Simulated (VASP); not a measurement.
# SiO2 (Imma) in VASP: single point with PBE

Aim: the single point of SiO2 with PBE.

All numbers are computed with VASP 6.6.1; they aren't measurements. Logs are shortened: lines on timing, memory, paths and dates and some standing lists are left out, and cuts for length are marked.

### Step 1. The cell of the first run

The structure is orthorhombic, space group Imma (No. 74). Conventional cell: a = 5.247 Å, b = 9.554 Å, c = 8.883 Å, α = 90.00°, β = 90.00°, γ = 90.00°. Within 2.1 Å of Si (site symmetry m) lie 4 O at 1.60 to 1.61 Å. Within 2.1 Å of O (site symmetry mm2) lie 2 Si at 1.61 Å. O (site symmetry 2) has 2 Si at 1.61 Å within 2.1 Å. Within 2.1 Å of O (site symmetry 2/m) lie 2 Si at 1.60 Å.

### Step 2. Single point, PBE

Contents of INCAR:

```
SYSTEM = SiO2
ALGO = Normal
EDIFF = 1E-6
ENCUT = 600
GGA = PE
GGA_COMPAT = .False.
ISIF = 2
ISMEAR = 0
LASPH = .True.
LCHARG = .True.
LELF = .True.
LREAL = .False.
LVHAR = .True.
LWAVE = .False.
NBANDS = 44
NELM = 120
PREC = Accurate
SIGMA = 0.02
```

Contents of KPOINTS:

```
k-points
0
Gamma
  6 6 6
  0 0 0
```

Contents of POSCAR:

```
SiO2
1.0
   -2.6233364600      4.7767535050      4.4416747250
    2.6233364600     -4.7767535050      4.4416747250
    2.6233364600      4.7767535050     -4.4416747250
Si O
4 8
Direct
    0.9295488000      0.8449448900      0.0846039100
    0.7396590200      0.1550551100      0.5846039100
    0.0704512000      0.1550551100      0.9153960900
    0.2603409800      0.8449448900      0.4153960900
    0.1306888700      0.8806888700      0.2500000000
    0.8693111300      0.1193111300      0.7500000000
    0.7931754100      0.5000000000      0.7931754100
    0.2068245900      0.0000000000      0.7068245900
    0.2068245900      0.5000000000      0.2068245900
    0.7931754100      0.0000000000      0.2931754100
    0.0000000000      0.0000000000      0.0000000000
    0.5000000000      0.0000000000      0.5000000000
```

Potentials or basis: VASP PAW PBE potentials, release 64 (Si, O).

Run with:

```console
cat potpaw_PBE.64/Si/POTCAR potpaw_PBE.64/O/POTCAR > POTCAR
mpirun -np 1 vasp_std > vasp.out
```

OUTCAR:

```text
SYSTEM = SiO2
   EDIFF = 1E-6
   ENCUT = 600
   GGA = PE
   ISIF = 2
   ISMEAR = 0
   LASPH = .True.
   LREAL = .False.
   NELM = 120
   PREC = Accurate

 ion  position               nearest neighbor table
   1  0.930  0.845  0.085-  11 1.60   7 1.61  10 1.61   5 1.61   2 3.12   2 3.12
   2  0.740  0.155  0.585-  12 1.60  10 1.61   7 1.61   6 1.61   1 3.12   1 3.12
   3  0.070  0.155  0.915-  11 1.60   9 1.61   8 1.61   6 1.61   4 3.12   4 3.12
   4  0.260  0.845  0.415-  12 1.60   9 1.61   8 1.61   5 1.61   3 3.12   3 3.12
   5  0.131  0.881  0.250-   1 1.61   4 1.61
   6  0.869  0.119  0.750-   2 1.61   3 1.61
   7  0.793  0.500  0.793-   1 1.61   2 1.61
   8  0.207  0.000  0.707-   3 1.61   4 1.61
   9  0.207  0.500  0.207-   3 1.61   4 1.61
  10  0.793  0.000  0.293-   1 1.61   2 1.61
  11  0.000  0.000  0.000-   1 1.60   3 1.60
  12  0.500  0.000  0.500-   2 1.60   4 1.60

  LATTYP: Found a body centered orthorhombic cell.
 ALAT       =     5.2466729200
 B/A-ratio  =     1.6931395544
 C/A-ratio  =     1.8208695598

  Lattice vectors:

 A1 = (   2.6233364600,  -4.7767535050,  -4.4416747250)
 A2 = (  -2.6233364600,  -4.7767535050,   4.4416747250)
 A3 = (  -2.6233364600,   4.7767535050,  -4.4416747250)

Analysis of symmetry for initial positions (statically):
=====================================================================
 Subroutine PRICEL returns:
 Original cell was already a primitive cell.

 Routine SETGRP: Setting up the symmetry group for a
 body centered orthorhombic supercell.

 Subroutine GETGRP returns: Found  8 space group operations
 (whereof  4 operations were pure point group operations)
 out of a pool of  8 trial point group operations.

The static configuration has the point symmetry C_2h.
 The point group associated with its full space group is D_2h.

Analysis of symmetry for dynamics (positions and initial velocities):
=====================================================================
 Subroutine PRICEL returns:
 Original cell was already a primitive cell.

 Routine SETGRP: Setting up the symmetry group for a
 body centered orthorhombic supercell.

 Subroutine GETGRP returns: Found  8 space group operations
 (whereof  4 operations were pure point group operations)
 out of a pool of  8 trial point group operations.

The dynamic configuration has the point symmetry C_2h.
 The point group associated with its full space group is D_2h.

 Subroutine INISYM returns: Found  8 space group operations
 (whereof  4 operations are pure point group operations),
 and found     1 'primitive' translations

----------------------------------------------------------------------------------------

                                     Primitive cell

  volume of cell :     222.6351

  direct lattice vectors                    reciprocal lattice vectors
    -2.623336460  4.776753505  4.441674725     0.000000000  0.104673603  0.112570152
     2.623336460 -4.776753505  4.441674725     0.190596977  0.000000000  0.112570152
     2.623336460  4.776753505 -4.441674725     0.190596977  0.104673603  0.000000000

  length of vectors
     7.030486654  7.030486654  7.030486654     0.153715979  0.221357735  0.217448318

  position of ions in fractional coordinates (direct lattice)
     0.929548800  0.844944890  0.084603910
     0.739659020  0.155055110  0.584603910
     0.070451200  0.155055110  0.915396090
     0.260340980  0.844944890  0.415396090
     0.130688870  0.880688870  0.250000000
     0.869311130  0.119311130  0.750000000
     0.793175410  0.500000000  0.793175410
     0.206824590  0.000000000  0.706824590
     0.206824590  0.500000000  0.206824590
     0.793175410  0.000000000  0.293175410
     0.000000000  0.000000000  0.000000000
     0.500000000  0.000000000  0.500000000

  ion indices of the primitive-cell ions
   primitive index   ion index
                 1           1
                 2           2
                 3           3
                 4           4
                 5           5
                 6           6
                 7           7
                 8           8
                 9           9
                10          10
                11          11
                12          12

----------------------------------------------------------------------------------------

 KPOINTS: k-points

Automatic generation of k-mesh.
 Grid dimensions read from file:
 generate k-points for:    6    6    6

 Generating k-lattice:

  Cartesian coordinates                     Fractional coordinates (reciprocal lattice)
     0.000000000  0.017445600  0.018761692     0.166666667  0.000000000  0.000000000
     0.031766163  0.000000000  0.018761692     0.000000000  0.166666667  0.000000000
     0.031766163  0.017445600  0.000000000     0.000000000  0.000000000  0.166666667

  Length of vectors
     0.025619330  0.036892956  0.036241386

  Shift w.r.t. Gamma in fractional coordinates (k-lattice)
     0.000000000  0.000000000  0.000000000

 Subroutine IBZKPT returns following result:
 ===========================================

 Found     46 irreducible k-points:

 Following reciprocal coordinates:
            Coordinates               Weight
  0.000000  0.000000  0.000000      1.000000
  0.166667 -0.000000  0.000000      4.000000
  0.333333 -0.000000  0.000000      4.000000
  0.500000 -0.000000  0.000000      2.000000
 -0.000000  0.166667  0.000000      4.000000
  0.166667  0.166667  0.000000      8.000000
[... 16 lines left out ...]
 -0.166667  0.166667  0.166667      2.000000
  0.166667  0.333333  0.166667      4.000000
 [... further k-points ...]
   k-points           NKPTS =     46   k-points in BZ     NKDIM =     46   number of bands    NBANDS=     44
   number of dos      NEDOS =    301   number of ions     NIONS =     12
   total plane-waves  NPLWV = 175616
   dimension x,y,z NGX =    56 NGY =   56 NGZ =   56
   dimension x,y,z NGXF=   112 NGYF=  112 NGZF=  112
   ions per type =               4   8
   NGX,Y,Z   is equivalent  to a cutoff of  13.24, 13.24, 13.24 a.u.
   NGXF,Y,Z  is equivalent  to a cutoff of  26.48, 26.48, 26.48 a.u.
 SYSTEM =  SiO2
   PREC   = accura    normal or accurate (medium, high low for compatibility)
   ISTART =      0    job   : 0-new  1-cont  2-samecut
   ICHARG =      2    charge: 1-file 2-atom 10-const
   ISPIN  =      1    spin polarized calculation?
   LNONCOLLINEAR =      F non collinear calculations
   LSORBIT =      F    spin-orbit coupling
   LASPH  =      T    aspherical Exc in radial PAW
   ENCUT  =  600.0 eV  44.10 Ry    6.64 a.u.  14.04 14.04 14.04*2*pi/ulx,y,z
   NELM   =    120;   NELMIN=  2; NELMDL= -5     # of ELM steps
   EDIFF  = 0.1E-05   stopping-criterion for ELM
   LREAL  =      F    real-space projection
   EDIFFG = 0.1E-04   stopping-criterion for IOM
   NSW    =      0    number of steps for IOM
   IBRION =     -1    ionic relax: 0-MD 1-quasi-New 2-CG
   NFREE  =      0    steps in history (QN), initial steepest desc. (CG)
   ISIF   =      2    stress and relaxation
   ISYM   =      2    0-nonsym 1-usesym 2-fastsym
   POTIM  = 0.5000    time-step for ionic-motion
   TEBEG  =    0.0;   TEEND  =   0.0 temperature during run
   PSTRESS=    0.0 pullay stress
   NELECT =      64.0000    total number of electrons
   NUPDOWN=      -1.0000    fix difference up-down
   EMIN   =  10.00;   EMAX   =-10.00  energy-range for DOS
   EFERMI =   0.00;   METHOD = LEGACY
   ISMEAR =     0;   SIGMA  =   0.02  broadening in eV -4-tet -1-fermi 0-gaus
   EFERMI_NEDOS =   21; number of points for ismear=-14 and -15
   IALGO  =     38    algorithm
   IMIX   =      4    mixing-type and parameters
     AMIX     =   0.40;   BMIX     =  1.00
     AMIX_MAG =   1.60;   BMIX_MAG =  1.00
  volume/ion in A,a.u.               =      18.55       125.20
  Fermi-wavevector in a.u.,A,eV,Ry     =   1.080447  2.041750 15.882987  1.167367
  Thomas-Fermi vector in A             =   2.216439
   LORBIT       =      0    0 simple, 1 ext, 2 COOP (PROOUT), +10 PAW based schemes
   GGA     = PE    functional components
   LHFCALC =     F    Hartree Fock is set to
   AEXX    =    0.0000 exact exchange contribution
   IVDW    =     0    specifies the selected vdW correction
   LEPSILON=     F    determine dielectric tensor
   LRPA    =     F    only Hartree local field effects (RPA)
 non-spin polarized calculation
 Gauss-broadening in eV      SIGMA  =   0.02
  energy-cutoff  :      600.00
  volume of cell :      222.64
 maximum number of plane-waves:      7460
   NGX = 29   NGY = 29   NGZ = 29

 number of electron      64.0000004 magnetization

 Free energy of the ion-electron system (eV)
  ---------------------------------------------------
  ext. energy  EPLUGINS =         0.00000000
  ---------------------------------------------------
  free energy    TOTEN  =       -94.83338157 eV

  energy without entropy =      -94.83338157  energy(sigma->0) =      -94.83338157

 E-fermi :  -1.3875     XC(G=0):  -7.0037

 val. band max:       -1.4928300789   @ k =   0.0000   0.0000   0.0000
 cond. band min:       3.9967114178   @ k =   0.0000   0.0000   0.0000
 fundamental gap:      5.4895414967
 Fermi energy:        -1.3875011380

 k-point     1 :       0.0000    0.0000    0.0000
  band No.  band energies     occupation
      1     -21.0157      2.00000
      2     -20.1035      2.00000
      3     -19.6337      2.00000
      4     -19.5554      2.00000
      5     -19.0217      2.00000
      6     -18.9706      2.00000
[... 36 lines left out ...]
     43       9.0002      0.00000
     44       9.2744      0.00000
[... 1040 lines left out ...]
      4     -19.6753      2.00000
      5     -18.9956      2.00000
      6     -18.9784      2.00000
[... 36 lines left out ...]
     43       9.5872      0.00000
     44       9.8179      0.00000

 [... further k-points ...]

------------------------ aborting loop because EDIFF is reached ----------------------------------------

  FORCE on cell =-STRESS in cart. coord.  units (eV):
  Direction    XX          YY          ZZ          XY          YZ          ZX
  --------------------------------------------------------------------------------------
  -------------------------------------------------------------------------------------
  Total        4.6509789      4.4704350      4.6110106      0.0000000      0.0000000      0.0000000
  in kB       33.4704370     32.1711658     33.1828077      0.0000000      0.0000000      0.0000000
  external PRESSURE =      32.9414702 kB  Pullay stress =       0.0000000 kB

 VOLUME and BASIS-vectors are now :
 -----------------------------------------------------------------------------
  energy-cutoff  :      600.00
  volume of cell :      222.64
      direct lattice vectors                 reciprocal lattice vectors
    -2.623336460  4.776753505  4.441674725     0.000000000  0.104673603  0.112570152
     2.623336460 -4.776753505  4.441674725     0.190596977  0.000000000  0.112570152
     2.623336460  4.776753505 -4.441674725     0.190596977  0.104673603  0.000000000

 POSITION                                       TOTAL-FORCE (eV/Angst)
 -----------------------------------------------------------------------------------
     -0.00000      0.80826      7.50594        -0.000000      0.045996     -0.016152
      0.00000      5.58502      1.37741         0.000000      0.045996      0.016152
      2.62334      3.96849     -3.06427         0.000000     -0.045996      0.016152
      2.62334     -0.80826      3.06427         0.000000     -0.045996     -0.016152
      2.62334     -2.38838      3.38179        -0.000000     -0.000000      0.238266
     -0.00000      7.16513      1.05988         0.000000     -0.000000     -0.238266
      1.31167      5.18923      2.22084        -0.000000     -0.287792     -0.000000
      1.31167      4.36428     -2.22084         0.000000      0.287792     -0.000000
      1.31167     -0.41248      2.22084         0.000000      0.287792     -0.000000
     -1.31167      5.18923      2.22084        -0.000000     -0.287792     -0.000000
      0.00000      0.00000      0.00000         0.000000     -0.000000     -0.000000
      0.00000      4.77675      0.00000         0.000000     -0.000000     -0.000000
 -----------------------------------------------------------------------------------
    total drift:                               -0.000000      0.000000     -0.000000

  FREE ENERGIE OF THE ION-ELECTRON SYSTEM (eV)
  ---------------------------------------------------
  free  energy   TOTEN  =       -94.8333815694 eV

  energy  without entropy=      -94.8333815694  energy(sigma->0) =      -94.83338157
```

Wall time 20 min (1 thread of Intel Xeon 8259CL, shared host); peak memory 0.68 GiB.

What came out:

```
Free energy            : -94.8334 eV
Pressure               : 3.3 GPa
Largest force          : 0.288 eV/Å
Band gap on the k mesh : 5.49 eV
```

Forces on the atoms (eV/Å):
```
Si   0.000  0.046 -0.016
Si   0.000  0.046  0.016
Si   0.000 -0.046  0.016
Si   0.000 -0.046 -0.016
O    0.000  0.000  0.238
O    0.000  0.000 -0.238
O    0.000 -0.288  0.000
O    0.000  0.288  0.000
O    0.000  0.288  0.000
O    0.000 -0.288  0.000
O    0.000  0.000  0.000
O    0.000  0.000  0.000
```

Stress tensor (GPa, compression positive):
```
3.35 0.00 0.00
0.00 3.22 0.00
0.00 0.00 3.32
```

Levels at points of the mesh, in eV from the valence-band top:
```
           k point  band 30  band 31  band 32  band 33  band 34  band 35
(0.00, 0.00, 0.00)    -0.71    -0.42     0.00     5.49     8.51     8.70
(0.50, 0.00, 0.00)    -0.53    -0.30    -0.14     6.52     6.91     8.63
(0.00, 0.50, 0.00)    -0.83    -0.73    -0.20     7.67     7.81     8.43
(0.50, 0.50, 0.00)    -0.96    -0.39    -0.39     7.69     7.69     9.00
(0.50, 0.50, 0.50)    -0.23    -0.21    -0.02     7.50     7.52     7.76
```

Caveat: the cell stands under pressure. A k mesh can miss the band edges.
